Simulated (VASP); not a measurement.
Pd3Cl: single point with PBE

Pd3Cl, a slab with vacuum:

```
Pd Cl
1.0
     2.78759    0.00000    0.00000
    -1.39380    2.41413    0.00000
     0.00000    0.00000   20.05212
Pd Cl
3 1
Direct
  0.66667 0.33333 0.19948
  0.33333 0.66667 0.31299
  0.00000 0.00000 0.42649
  0.00000 0.16667 0.54067
```

```json
{
  "Program": "VASP 6.6.1",
  "Task": "single point",
  "Functional": "PBE",
  "Potentials or basis": "VASP PAW PBE potentials, release 64 (Pd, Cl)",
  "Cutoff": "520 eV",
  "k mesh": "12 × 12 × 1",
  "Occupations": "gaussian, width 0.1 eV",
  "Spin": "no spin polarisation"
}
```

```yaml
Largest_force: 0.320 eV/Å
Band_gap_on_the_k_mesh: zero (an odd number of electrons rules out a gap without spin polarisation)
```

Forces in eV/Å, atoms in the order of the input:
```
Pd  -0.013  0.022  0.018
Pd  -0.015  0.004  0.062
Pd  -0.137  0.248 -0.075
Cl   0.165 -0.275 -0.004
```

Levels at points of the mesh, in eV from the Fermi level:
| k point | band 17 | band 18 | band 19 | band 20 | band 21 | band 22 |
| --- | --- | --- | --- | --- | --- | --- |
| (0.00, 0.00, 0.00) | -0.86 | -0.21 | -0.19 | 0.75 | 0.93 | 0.94 |
| (0.50, 0.00, 0.00) | 0.10 | 0.24 | 0.33 | 2.08 | 3.39 | 3.70 |
| (0.00, 0.50, 0.00) | 0.10 | 0.21 | 0.33 | 2.08 | 3.50 | 3.76 |
| (0.50, 0.50, 0.00) | 0.10 | 0.12 | 0.32 | 2.27 | 3.43 | 3.68 |

Wall time 4.2 min on 1 thread of Intel(R) Xeon(R) 6975P-C (Granite Rapids), on a shared host, peak memory 0.41 GiB.

Caveat: an odd number of electrons without spin polarisation forces a metal; a magnetic or distorted state may lie lower.
